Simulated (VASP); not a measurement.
InP:

```xyz
2
Lattice="0.0000 2.9538 2.9538 2.9538 0.0000 2.9538 2.9538 2.9538 0.0000" Properties=species:S:1:pos:R:3 pbc="T T T"
In    0.0000    0.0000    0.0000
P     1.4769    1.4769    1.4769
```

Base run:

- Program: VASP 6.6.1
- Functional: PBEsol
- Potentials or basis: VASP PAW PBE potentials, release 64 (In_d, P)
- Cutoff: 500 eV
- k mesh: 6 × 6 × 6
- Occupations: gaussian, width 0.01 eV
- Spin: no spin polarisation

Its results: band gap on the k mesh 0.48 eV; pressure -1.0 GPa.

Question: The run is repeated on the same cell with these changes: functional from PBEsol to PBE-based screened hybrid with 100 % exact exchange; cutoff from 500 eV to 400 eV; k mesh from 6 × 6 × 6 to 4 × 4 × 4. What comes out?

Answer: Band gap on the k mesh 4.34 eV; pressure -4.7 GPa.

Several settings changed at once.

Caveats: some runs use coarse meshes; the PAW data sets were made with another functional, which shifts forces and pressure a little; spin-orbit coupling is left out, which moves the levels of the heavy elements; semilocal functionals underestimate gaps, and a narrow one can read as zero (at least some runs).

A k mesh can miss the band edges.
